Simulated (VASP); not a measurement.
# MgZnTe3 (Pm-3m) in VASP: single point with PBE

Aim: the single point of MgZnTe3 with PBE.

All numbers are computed with VASP 6.6.1; they aren't measurements. Logs are shortened: lines on timing, memory, paths and dates and some standing lists are left out, and cuts for length are marked.

**1. The cell of the first run**

Symmetry: Pm-3m, No. 221, cubic system. The conventional cell has a = 5.080 Å, b = 5.080 Å, c = 5.080 Å, α = 90.00°, β = 90.00°, γ = 90.00°. Within 3.4 Å of Mg (site symmetry m-3m) lie 6 Te at 2.54 Å. Within 4.7 Å of Zn (site symmetry m-3m) lie 12 Te at 3.59 Å and 8 Mg at 4.40 Å. Te (site symmetry 4/mmm) has 2 Mg at 2.54 Å within 3.4 Å.

The cell was built from a structure type or drawn by symmetry, and may not be a known phase.

**2. Single point, PBE**

Contents of INCAR:

```
SYSTEM = MgZnTe3
ALGO     = Normal         ! electronic algorithm
EDIFF    = 1E-6           ! SCF threshold, eV
ENCUT    = 520            ! plane-wave cutoff, eV
GGA      = PE             ! functional
ISIF     = 2              ! what is computed and relaxed
ISMEAR   = 0              ! smearing method
LASPH    = .True.         ! aspherical terms in the spheres
LCHARG   = .False.        ! write CHGCAR
LREAL    = .False.        ! projectors in reciprocal space
LWAVE    = .False.        ! write WAVECAR
NBANDS   = 24             ! bands
NELM     = 80             ! most SCF steps
PREC     = Accurate       ! precision mode
SIGMA    = 0.1            ! smearing width, eV
```

Contents of KPOINTS:

```
k-points
0
Gamma
  4 4 4
  0 0 0
```

Contents of POSCAR:

```
MgZnTe3
1.0
    5.0800231300      0.0000000000      0.0000000000
    0.0000000000      5.0800231300      0.0000000000
    0.0000000000      0.0000000000      5.0800231300
Mg Zn Te
1 1 3
Direct
    0.5000000000      0.5000000000      0.5000000000
    0.0000000000      0.0000000000      0.0000000000
    0.5000000000      0.5000000000      0.0000000000
    0.0000000000      0.5000000000      0.5000000000
    0.5000000000      0.0000000000      0.5000000000
```

Potentials or basis: VASP PAW PBE potentials, release 64 (Mg, Zn, Te).

Started as:

```bash
> cat potpaw_PBE.64/Mg/POTCAR potpaw_PBE.64/Zn/POTCAR potpaw_PBE.64/Te/POTCAR > POTCAR
> mpirun -np 1 vasp_std > vasp.out
```

OUTCAR:

```text
SYSTEM = MgZnTe3
   EDIFF = 1E-6
   ENCUT = 520
   GGA = PE
   ISIF = 2
   ISMEAR = 0
   LASPH = .True.
   LREAL = .False.
   NELM = 80
   PREC = Accurate

 ion  position               nearest neighbor table
   1  0.500  0.500  0.500-   3 2.54   4 2.54   5 2.54   3 2.54   5 2.54   4 2.54
   2  0.000  0.000  0.000-
   3  0.500  0.500  0.000-   1 2.54   1 2.54   5 3.59   4 3.59   4 3.59   5 3.59   5 3.59   5 3.59
                             4 3.59   4 3.59
   4  0.000  0.500  0.500-   1 2.54   1 2.54   5 3.59   3 3.59   5 3.59   3 3.59   3 3.59   5 3.59
                             3 3.59   5 3.59
   5  0.500  0.000  0.500-   1 2.54   1 2.54   4 3.59   3 3.59   3 3.59   3 3.59   4 3.59   3 3.59
                             4 3.59   4 3.59

  LATTYP: Found a simple cubic cell.
 ALAT       =     5.0800231300

  Lattice vectors:

 A1 = (   5.0800231300,   0.0000000000,   0.0000000000)
 A2 = (   0.0000000000,   5.0800231300,   0.0000000000)
 A3 = (   0.0000000000,   0.0000000000,   5.0800231300)

Analysis of symmetry for initial positions (statically):
=====================================================================
 Subroutine PRICEL returns:
 Original cell was already a primitive cell.

 Routine SETGRP: Setting up the symmetry group for a
 simple cubic supercell.

 Subroutine GETGRP returns: Found 48 space group operations
 (whereof 48 operations were pure point group operations)
 out of a pool of 48 trial point group operations.

The static configuration has the point symmetry O_h .

Analysis of symmetry for dynamics (positions and initial velocities):
=====================================================================
 Subroutine PRICEL returns:
 Original cell was already a primitive cell.

 Routine SETGRP: Setting up the symmetry group for a
 simple cubic supercell.

 Subroutine GETGRP returns: Found 48 space group operations
 (whereof 48 operations were pure point group operations)
 out of a pool of 48 trial point group operations.

The dynamic configuration has the point symmetry O_h .

 Subroutine INISYM returns: Found 48 space group operations
 (whereof 48 operations are pure point group operations),
 and found     1 'primitive' translations

----------------------------------------------------------------------------------------

                                     Primitive cell

  volume of cell :     131.0983

  direct lattice vectors                    reciprocal lattice vectors
     5.080023130  0.000000000  0.000000000     0.196849497  0.000000000  0.000000000
     0.000000000  5.080023130  0.000000000     0.000000000  0.196849497  0.000000000
     0.000000000  0.000000000  5.080023130     0.000000000  0.000000000  0.196849497

  length of vectors
     5.080023130  5.080023130  5.080023130     0.196849497  0.196849497  0.196849497

  position of ions in fractional coordinates (direct lattice)
     0.500000000  0.500000000  0.500000000
     0.000000000  0.000000000  0.000000000
     0.500000000  0.500000000  0.000000000
     0.000000000  0.500000000  0.500000000
     0.500000000  0.000000000  0.500000000

  ion indices of the primitive-cell ions
   primitive index   ion index
                 1           1
                 2           2
                 3           3
                 4           4
                 5           5

----------------------------------------------------------------------------------------

 KPOINTS: k-points

Automatic generation of k-mesh.
 Grid dimensions read from file:
 generate k-points for:    4    4    4

 Generating k-lattice:

  Cartesian coordinates                     Fractional coordinates (reciprocal lattice)
     0.049212374  0.000000000  0.000000000     0.250000000  0.000000000  0.000000000
     0.000000000  0.049212374  0.000000000     0.000000000  0.250000000  0.000000000
     0.000000000  0.000000000  0.049212374     0.000000000  0.000000000  0.250000000

  Length of vectors
     0.049212374  0.049212374  0.049212374

  Shift w.r.t. Gamma in fractional coordinates (k-lattice)
     0.000000000  0.000000000  0.000000000

 Subroutine IBZKPT returns following result:
 ===========================================

 Found     10 irreducible k-points:

 Following reciprocal coordinates:
            Coordinates               Weight
  0.000000  0.000000  0.000000      1.000000
  0.250000  0.000000  0.000000      6.000000
  0.500000  0.000000  0.000000      3.000000
  0.250000  0.250000  0.000000     12.000000
  0.500000  0.250000  0.000000     12.000000
  0.500000  0.500000  0.000000      3.000000
  0.250000  0.250000  0.250000      8.000000
  0.500000  0.250000  0.250000     12.000000
  0.500000  0.500000  0.250000      6.000000
  0.500000  0.500000  0.500000      1.000000
   k-points           NKPTS =     10   k-points in BZ     NKDIM =     10   number of bands    NBANDS=     24
   number of dos      NEDOS =    301   number of ions     NIONS =      5
   total plane-waves  NPLWV =  64000
   dimension x,y,z NGX =    40 NGY =   40 NGZ =   40
   dimension x,y,z NGXF=    80 NGYF=   80 NGZF=   80
   ions per type =               1   1   3
   NGX,Y,Z   is equivalent  to a cutoff of  13.09, 13.09, 13.09 a.u.
   NGXF,Y,Z  is equivalent  to a cutoff of  26.18, 26.18, 26.18 a.u.
 SYSTEM =  MgZnTe3
   PREC   = accura    normal or accurate (medium, high low for compatibility)
   ISTART =      0    job   : 0-new  1-cont  2-samecut
   ICHARG =      2    charge: 1-file 2-atom 10-const
   ISPIN  =      1    spin polarized calculation?
   LNONCOLLINEAR =      F non collinear calculations
   LSORBIT =      F    spin-orbit coupling
   LASPH  =      T    aspherical Exc in radial PAW
   ENCUT  =  520.0 eV  38.22 Ry    6.18 a.u.   9.45  9.45  9.45*2*pi/ulx,y,z
   NELM   =     80;   NELMIN=  2; NELMDL= -5     # of ELM steps
   EDIFF  = 0.1E-05   stopping-criterion for ELM
   LREAL  =      F    real-space projection
   EDIFFG = 0.1E-04   stopping-criterion for IOM
   NSW    =      0    number of steps for IOM
   IBRION =     -1    ionic relax: 0-MD 1-quasi-New 2-CG
   NFREE  =      0    steps in history (QN), initial steepest desc. (CG)
   ISIF   =      2    stress and relaxation
   ISYM   =      2    0-nonsym 1-usesym 2-fastsym
   POTIM  = 0.5000    time-step for ionic-motion
   TEBEG  =    0.0;   TEEND  =   0.0 temperature during run
   PSTRESS=    0.0 pullay stress
   NELECT =      32.0000    total number of electrons
   NUPDOWN=      -1.0000    fix difference up-down
   EMIN   =  10.00;   EMAX   =-10.00  energy-range for DOS
   EFERMI =   0.00;   METHOD = LEGACY
   ISMEAR =     0;   SIGMA  =   0.10  broadening in eV -4-tet -1-fermi 0-gaus
   EFERMI_NEDOS =   21; number of points for ismear=-14 and -15
   IALGO  =     38    algorithm
   IMIX   =      4    mixing-type and parameters
     AMIX     =   0.40;   BMIX     =  1.00
     AMIX_MAG =   1.60;   BMIX_MAG =  1.00
  volume/ion in A,a.u.               =      26.22       176.94
  Fermi-wavevector in a.u.,A,eV,Ry     =   1.023118  1.933413 14.242181  1.046771
  Thomas-Fermi vector in A             =   2.156834
   LORBIT       =      0    0 simple, 1 ext, 2 COOP (PROOUT), +10 PAW based schemes
   GGA     = PE    functional components
   LHFCALC =     F    Hartree Fock is set to
   AEXX    =    0.0000 exact exchange contribution
   IVDW    =     0    specifies the selected vdW correction
   LEPSILON=     F    determine dielectric tensor
   LRPA    =     F    only Hartree local field effects (RPA)
 non-spin polarized calculation
 Gauss-broadening in eV      SIGMA  =   0.10
  energy-cutoff  :      520.00
  volume of cell :      131.10
 maximum number of plane-waves:      3575
 NGX is ok and might be reduce to    40
   NGX = 19   NGY = 19   NGZ = 19

 number of electron      32.0000009 magnetization

 Free energy of the ion-electron system (eV)
  ---------------------------------------------------
  ext. energy  EPLUGINS =         0.00000000
  ---------------------------------------------------
  free energy    TOTEN  =        -9.35304543 eV

  energy without entropy =       -9.32259245  energy(sigma->0) =       -9.33781894

 E-fermi :   5.1827     XC(G=0):  -9.5365

 val. band max:        5.0987590999   @ k =   0.5000   0.2500   0.2500
 cond. band min:       5.1928019325   @ k =   0.5000   0.0000   0.0000
 fundamental gap:      0.0940428326
 Fermi energy:         5.1826941397

 k-point     1 :       0.0000    0.0000    0.0000
  band No.  band energies     occupation
      1      -7.6713      2.00000
      2      -4.8920      2.00000
      3      -4.8920      2.00000
      4      -1.0217      2.00000
      5      -1.0217      2.00000
      6      -1.0217      2.00000
[... 16 lines left out ...]
     23      10.0138      0.00000
     24      10.0138      0.00000

 k-point     2 :       0.2500    0.0000    0.0000
  band No.  band energies     occupation
      1      -7.4208      2.00000
      2      -5.4019      2.00000
      3      -4.8613      2.00000
      4      -1.0419      2.00000
      5      -1.0419      2.00000
      6      -1.0260      2.00000
[... 16 lines left out ...]
     23      10.1693      0.00000
     24      11.3367      0.00000

 k-point     3 :       0.5000    0.0000    0.0000
  band No.  band energies     occupation
      1      -6.9866      2.00000
      2      -6.0647      2.00000
      3      -4.8297      2.00000
      4      -1.0598      2.00000
      5      -1.0598      2.00000
      6      -1.0463      2.00000
[... 16 lines left out ...]
     23      11.1097      0.00000
     24      11.7507      0.00000
[... 136 lines left out ...]
 k-point     9 :       0.5000    0.5000    0.2500
  band No.  band energies     occupation
      1      -5.9887      2.00000
      2      -5.8704      2.00000
      3      -5.8704      2.00000
      4      -1.0293      2.00000
      5      -1.0250      2.00000
      6      -1.0250      2.00000
[... 16 lines left out ...]
     23      11.2065      0.00000
     24      11.7282      0.00000

 k-point    10 :       0.5000    0.5000    0.5000
  band No.  band energies     occupation
      1      -5.8142      2.00000
      2      -5.8142      2.00000
      3      -5.8142      2.00000
      4      -1.7206      2.00000
      5      -1.0070      2.00000
      6      -1.0070      2.00000
[... 16 lines left out ...]
     23      11.1603      0.00000
     24      11.1603      0.00000

------------------------ aborting loop because EDIFF is reached ----------------------------------------

  FORCE on cell =-STRESS in cart. coord.  units (eV):
  Direction    XX          YY          ZZ          XY          YZ          ZX
  --------------------------------------------------------------------------------------
  -------------------------------------------------------------------------------------
  Total        8.8257022      8.8257022      8.8257022     -0.0000000     -0.0000000     -0.0000000
  in kB      107.8605882    107.8605882    107.8605882     -0.0000000     -0.0000000     -0.0000000
  external PRESSURE =     107.8605882 kB  Pullay stress =       0.0000000 kB

 VOLUME and BASIS-vectors are now :
 -----------------------------------------------------------------------------
  energy-cutoff  :      520.00
  volume of cell :      131.10
      direct lattice vectors                 reciprocal lattice vectors
     5.080023130  0.000000000  0.000000000     0.196849497  0.000000000  0.000000000
     0.000000000  5.080023130  0.000000000     0.000000000  0.196849497  0.000000000
     0.000000000  0.000000000  5.080023130     0.000000000  0.000000000  0.196849497

 POSITION                                       TOTAL-FORCE (eV/Angst)
 -----------------------------------------------------------------------------------
      2.54001      2.54001      2.54001         0.000000      0.000000      0.000000
      0.00000      0.00000      0.00000         0.000000      0.000000      0.000000
      2.54001      2.54001      0.00000         0.000000      0.000000      0.000000
      0.00000      2.54001      2.54001         0.000000      0.000000      0.000000
      2.54001      0.00000      2.54001         0.000000      0.000000      0.000000
 -----------------------------------------------------------------------------------
    total drift:                               -0.000000     -0.000000     -0.000000

  FREE ENERGIE OF THE ION-ELECTRON SYSTEM (eV)
  ---------------------------------------------------
  free  energy   TOTEN  =        -9.3530454301 eV

  energy  without entropy=       -9.3225924489  energy(sigma->0) =       -9.33781894
```

It took 18 s on 1 thread of AMD EPYC 9R45 (Zen 5), shared host; peak memory 0.22 GiB.

Results:

```
Free energy            : -9.3530 eV
Pressure               : 10.8 GPa
Band gap on the k mesh : zero (bands 16 and 17 overlap by 1.50 eV)
```

Caveat: the cell stands under pressure; spin-orbit coupling is left out, which moves the levels of the heavy elements.
